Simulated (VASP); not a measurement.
# SiNi (P1) in VASP: single point with PBE

Aim: the single point of SiNi with PBE.

Program: VASP 6.6.1. These are calculated values, not measurements. Logs are shortened: lines on timing, memory, paths and dates and some standing lists are left out, and cuts for length are marked.

## Step 1: The cell of the first run

The typed cell holds 8 atoms: a = 5.154 Å, b = 3.375 Å, c = 5.620 Å, α = 90.00°, β = 90.00°, γ = 90.00°.

## Step 2: Single point, PBE (all Ni atoms moved 0.2 Å in one direction)

The input, INCAR:

```
PREC = Accurate
ENCUT = 520
EDIFF = 1E-6
ISMEAR = 0
SIGMA = 0.15
LREAL = False
LASPH = True
NELM = 60
ALGO = Normal
ISIF = 2
LWAVE = False
LCHARG = False
GGA = PE
NBANDS = 38
```

The input, KPOINTS:

```
regular mesh
0
Gamma
  8 10 6
```

The input, POSCAR:

```
SiNi
1.0
    5.1540864041      0.0000000000      0.0000000000
    0.0000000000      3.3754899928      0.0000000000
    0.0000000000      0.0000000000      5.6197139777
Si Ni
4 4
Direct
    0.3246772069      0.7218456627      0.0795210404
    0.1821831281      0.2218456627      0.5795210404
    0.8246772069      0.7218456627      0.4113647814
    0.6821831281      0.2218456627      0.9113647814
    0.0047874131      0.2781543373      0.1930440216
    0.4883522519      0.7781543373      0.6930440216
    0.5047874131      0.2781543373      0.3160701566
    0.9883522519      0.7781543373      0.8160701566
```

Potentials or basis: VASP PAW PBE potentials, release 64 (Si, Ni).

Started as:

```
> cat potpaw_PBE.64/Si/POTCAR potpaw_PBE.64/Ni/POTCAR > POTCAR
> mpirun -np 1 vasp_std > vasp.out
```

OUTCAR:

```text
PREC = Accurate
   ENCUT = 520
   EDIFF = 1E-6
   ISMEAR = 0
   LREAL = False
   LASPH = True
   NELM = 60
   ISIF = 2
   GGA = PE

 ion  position               nearest neighbor table
   1  0.325  0.722  0.080-   7 2.21   8 2.29   5 2.32   6 2.34   7 2.48   5 2.58   4 2.67   4 2.67

   2  0.182  0.222  0.580-   7 2.23   8 2.24   6 2.27   5 2.36   8 2.51   6 2.53   3 2.67   3 2.67

   3  0.825  0.722  0.411-   5 2.15   7 2.29   6 2.36   5 2.43   8 2.43   7 2.56   2 2.67   2 2.67

   4  0.682  0.222  0.911-   6 2.18   8 2.24   5 2.30   6 2.46   7 2.46   8 2.51   1 2.67   1 2.67

   5  0.005  0.278  0.193-   3 2.15   4 2.30   1 2.32   2 2.36   3 2.43   1 2.58   7 2.67   7 2.67
                             8 2.71   8 2.71
   6  0.488  0.778  0.693-   4 2.18   2 2.27   1 2.34   3 2.36   4 2.46   2 2.53   8 2.67   8 2.67
                             7 2.71   7 2.71
   7  0.505  0.278  0.316-   1 2.21   2 2.23   3 2.29   4 2.46   1 2.48   3 2.56   5 2.67   5 2.67
                             6 2.71   6 2.71
   8  0.988  0.778  0.816-   2 2.24   4 2.24   1 2.29   3 2.43   2 2.51   4 2.51   6 2.67   6 2.67
                             5 2.71   5 2.71

  LATTYP: Found a simple orthorhombic cell.
 ALAT       =     3.3754899928
 B/A-ratio  =     1.5269150301
 C/A-ratio  =     1.6648587286

  Lattice vectors:

 A1 = (   0.0000000000,  -3.3754899928,   0.0000000000)
 A2 = (   5.1540864041,   0.0000000000,   0.0000000000)
 A3 = (   0.0000000000,   0.0000000000,   5.6197139777)

Analysis of symmetry for initial positions (statically):
=====================================================================
 Subroutine PRICEL returns:
 Original cell was already a primitive cell.

 Routine SETGRP: Setting up the symmetry group for a
 simple orthorhombic supercell.

 Subroutine GETGRP returns: Found  1 space group operations
 (whereof  1 operations were pure point group operations)
 out of a pool of  8 trial point group operations.

The static configuration has the point symmetry C_1 .

Analysis of symmetry for dynamics (positions and initial velocities):
=====================================================================
 Subroutine PRICEL returns:
 Original cell was already a primitive cell.

 Routine SETGRP: Setting up the symmetry group for a
 simple orthorhombic supercell.

 Subroutine GETGRP returns: Found  1 space group operations
 (whereof  1 operations were pure point group operations)
 out of a pool of  8 trial point group operations.

The dynamic configuration has the point symmetry C_1 .

 Subroutine INISYM returns: Found  1 space group operations
 (whereof  1 operations are pure point group operations),
 and found     1 'primitive' translations

----------------------------------------------------------------------------------------

                                     Primitive cell

  volume of cell :      97.7694

  direct lattice vectors                    reciprocal lattice vectors
     5.154086404  0.000000000  0.000000000     0.194020806  0.000000000  0.000000000
     0.000000000  3.375489993  0.000000000     0.000000000  0.296253285  0.000000000
     0.000000000  0.000000000  5.619713978     0.000000000  0.000000000  0.177944999

  length of vectors
     5.154086404  3.375489993  5.619713978     0.194020806  0.296253285  0.177944999

  position of ions in fractional coordinates (direct lattice)
     0.324677207  0.721845663  0.079521040
     0.182183128  0.221845663  0.579521040
     0.824677207  0.721845663  0.411364781
     0.682183128  0.221845663  0.911364781
     0.004787413  0.278154337  0.193044022
     0.488352252  0.778154337  0.693044022
     0.504787413  0.278154337  0.316070157
     0.988352252  0.778154337  0.816070157

  ion indices of the primitive-cell ions
   primitive index   ion index
                 1           1
                 2           2
                 3           3
                 4           4
                 5           5
                 6           6
                 7           7
                 8           8

----------------------------------------------------------------------------------------

 KPOINTS: regular mesh

Automatic generation of k-mesh.
 Grid dimensions read from file:
 generate k-points for:    8   10    6

 Generating k-lattice:

  Cartesian coordinates                     Fractional coordinates (reciprocal lattice)
     0.024252601  0.000000000  0.000000000     0.125000000  0.000000000  0.000000000
     0.000000000  0.029625329  0.000000000     0.000000000  0.100000000  0.000000000
     0.000000000  0.000000000  0.029657500     0.000000000  0.000000000  0.166666667

  Length of vectors
     0.024252601  0.029625329  0.029657500

  Shift w.r.t. Gamma in fractional coordinates (k-lattice)
     0.000000000  0.000000000  0.000000000

 Subroutine IBZKPT returns following result:
 ===========================================

 Found    244 irreducible k-points:

 Following reciprocal coordinates:
            Coordinates               Weight
  0.000000  0.000000  0.000000      1.000000
  0.125000  0.000000  0.000000      2.000000
  0.250000  0.000000  0.000000      2.000000
  0.375000  0.000000  0.000000      2.000000
  0.500000  0.000000  0.000000      1.000000
  0.000000  0.100000  0.000000      2.000000
[... 16 lines left out ...]
  0.125000  0.300000  0.000000      2.000000
 -0.125000  0.300000  0.000000      2.000000
 [... further k-points ...]
   k-points           NKPTS =    244   k-points in BZ     NKDIM =    244   number of bands    NBANDS=     38
   number of dos      NEDOS =    301   number of ions     NIONS =      8
   total plane-waves  NPLWV =  47040
   dimension x,y,z NGX =    40 NGY =   28 NGZ =   42
   dimension x,y,z NGXF=    80 NGYF=   56 NGZF=   84
   ions per type =               4   4
   NGX,Y,Z   is equivalent  to a cutoff of  12.90, 13.79, 12.42 a.u.
   NGXF,Y,Z  is equivalent  to a cutoff of  25.80, 27.58, 24.85 a.u.
 SYSTEM =  unknown system
   PREC   = accura    normal or accurate (medium, high low for compatibility)
   ISTART =      0    job   : 0-new  1-cont  2-samecut
   ICHARG =      2    charge: 1-file 2-atom 10-const
   ISPIN  =      1    spin polarized calculation?
   LNONCOLLINEAR =      F non collinear calculations
   LSORBIT =      F    spin-orbit coupling
   LASPH  =      T    aspherical Exc in radial PAW
   ENCUT  =  520.0 eV  38.22 Ry    6.18 a.u.   9.58  6.28 10.45*2*pi/ulx,y,z
   NELM   =     60;   NELMIN=  2; NELMDL= -5     # of ELM steps
   EDIFF  = 0.1E-05   stopping-criterion for ELM
   LREAL  =      F    real-space projection
   EDIFFG = 0.1E-04   stopping-criterion for IOM
   NSW    =      0    number of steps for IOM
   IBRION =     -1    ionic relax: 0-MD 1-quasi-New 2-CG
   NFREE  =      0    steps in history (QN), initial steepest desc. (CG)
   ISIF   =      2    stress and relaxation
   ISYM   =      2    0-nonsym 1-usesym 2-fastsym
   POTIM  = 0.5000    time-step for ionic-motion
   TEBEG  =    0.0;   TEEND  =   0.0 temperature during run
   PSTRESS=    0.0 pullay stress
   NELECT =      56.0000    total number of electrons
   NUPDOWN=      -1.0000    fix difference up-down
   EMIN   =  10.00;   EMAX   =-10.00  energy-range for DOS
   EFERMI =   0.00;   METHOD = LEGACY
   ISMEAR =     0;   SIGMA  =   0.15  broadening in eV -4-tet -1-fermi 0-gaus
   EFERMI_NEDOS =   21; number of points for ismear=-14 and -15
   IALGO  =     38    algorithm
   IMIX   =      4    mixing-type and parameters
     AMIX     =   0.40;   BMIX     =  1.00
     AMIX_MAG =   1.60;   BMIX_MAG =  1.00
  volume/ion in A,a.u.               =      12.22        82.47
  Fermi-wavevector in a.u.,A,eV,Ry     =   1.359575  2.569225 25.149621  1.848445
  Thomas-Fermi vector in A             =   2.486311
   LORBIT       =      0    0 simple, 1 ext, 2 COOP (PROOUT), +10 PAW based schemes
   GGA     = PE    functional components
   LHFCALC =     F    Hartree Fock is set to
   AEXX    =    0.0000 exact exchange contribution
   IVDW    =     0    specifies the selected vdW correction
   LEPSILON=     F    determine dielectric tensor
   LRPA    =     F    only Hartree local field effects (RPA)
 non-spin polarized calculation
 Gauss-broadening in eV      SIGMA  =   0.15
  energy-cutoff  :      520.00
  volume of cell :       97.77
 maximum number of plane-waves:      2672
 NGX is ok and might be reduce to    40
   NGX = 19   NGY = 13   NGZ = 21

 number of electron      55.9999992 magnetization

 Free energy of the ion-electron system (eV)
  ---------------------------------------------------
  ext. energy  EPLUGINS =         0.00000000
  ---------------------------------------------------
  free energy    TOTEN  =       -47.03093828 eV

  energy without entropy =      -47.01136013  energy(sigma->0) =      -47.02114921

 E-fermi :  10.3118     XC(G=0): -12.1580

 val. band max:       10.2993683341   @ k =   0.2500  -0.1000  -0.3333
 cond. band min:      10.3169366853   @ k =   0.2500   0.5000   0.0000
 fundamental gap:      0.0175683512
 Fermi energy:        10.3117665900

 k-point     1 :       0.0000    0.0000    0.0000
  band No.  band energies     occupation
      1      -2.6215      2.00000
      2       0.6847      2.00000
      3       1.9790      2.00000
      4       2.5330      2.00000
      5       3.8635      2.00000
      6       4.3391      2.00000
[... 30 lines left out ...]
     37      17.0252      0.00000
     38      17.1583      0.00000

 k-point     2 :       0.1250    0.0000    0.0000
  band No.  band energies     occupation
      1      -2.5376      2.00000
      2       0.5231      2.00000
      3       2.0350      2.00000
      4       2.2293      2.00000
      5       4.2107      2.00000
      6       4.4021      2.00000
[... 30 lines left out ...]
     37      16.6057      0.00000
     38      16.6998      0.00000
[... 859 lines left out ...]
     37      15.4998      0.00000
     38      16.9038      0.00000

 k-point    24 :      -0.1250    0.3000    0.0000
  band No.  band energies     occupation
      1      -1.4048      2.00000
      2       1.4125      2.00000
      3       2.4428      2.00000
      4       2.7783      2.00000
      5       4.0376      2.00000
      6       4.8383      2.00000
[... 30 lines left out ...]
     37      15.5006      0.00000
     38      16.9180      0.00000

 [... further k-points ...]

------------------------ aborting loop because EDIFF is reached ----------------------------------------

  FORCE on cell =-STRESS in cart. coord.  units (eV):
  Direction    XX          YY          ZZ          XY          YZ          ZX
  --------------------------------------------------------------------------------------
  -------------------------------------------------------------------------------------
  Total        2.2458344      1.8209182      1.5801620     -0.5138066      0.4542396     -0.1377921
  in kB       36.8032005     29.8399629     25.8946161     -8.4199119      7.4437676     -2.2580420
  external PRESSURE =      30.8459265 kB  Pullay stress =       0.0000000 kB

 VOLUME and BASIS-vectors are now :
 -----------------------------------------------------------------------------
  energy-cutoff  :      520.00
  volume of cell :       97.77
      direct lattice vectors                 reciprocal lattice vectors
     5.154086404  0.000000000  0.000000000     0.194020806  0.000000000  0.000000000
     0.000000000  3.375489993  0.000000000     0.000000000  0.296253285  0.000000000
     0.000000000  0.000000000  5.619713978     0.000000000  0.000000000  0.177944999

 POSITION                                       TOTAL-FORCE (eV/Angst)
 -----------------------------------------------------------------------------------
      1.67341      2.43658      0.44689        -0.118973      1.192962     -0.018659
      0.93899      0.74884      3.25674        -0.462155      1.185555      0.168443
      4.25046      2.43658      2.31175        -0.455922      1.610160      0.851442
      3.51603      0.74884      5.12161        -0.099288      1.583546      0.630062
      0.02467      0.93891      1.08485         0.290463     -1.501283     -0.612129
      2.51701      2.62665      3.89471         0.249420     -1.485633     -0.576449
      2.60172      0.93891      1.77622         0.320096     -1.261623     -0.240811
      5.09405      2.62665      4.58608         0.276359     -1.323684     -0.201899
 -----------------------------------------------------------------------------------
    total drift:                               -0.000501      0.001246      0.000065

  FREE ENERGIE OF THE ION-ELECTRON SYSTEM (eV)
  ---------------------------------------------------
  free  energy   TOTEN  =       -47.0309382802 eV

  energy  without entropy=      -47.0113601299  energy(sigma->0) =      -47.02114921
```

It took 10 min on 1 thread of Intel Xeon 6975P-C (Granite Rapids), shared host; peak memory 0.72 GiB.

What came out:

```yaml
Free_energy: -47.0309 eV
Pressure: 3.1 GPa
Largest_force: 1.878 eV/Å
Band_gap_on_the_k_mesh: zero (bands 28 and 29 overlap by 1.80 eV)
```

Forces in eV/Å, atoms in the order of the input:
```
Si  -0.119  1.193 -0.019
Si  -0.462  1.186  0.168
Si  -0.456  1.610  0.851
Si  -0.099  1.584  0.630
Ni   0.290 -1.501 -0.612
Ni   0.249 -1.486 -0.576
Ni   0.320 -1.262 -0.241
Ni   0.276 -1.324 -0.202
```

Caveat: the cell differs from its parent crystal (all Ni atoms moved 0.2 Å in one direction); the cell stands under pressure; forces of over 1 eV/Å act on the atoms, so gaps and moduli don't describe the material at rest. Spin polarisation is off, so any magnetic state and its effect on volume and gap are missing.
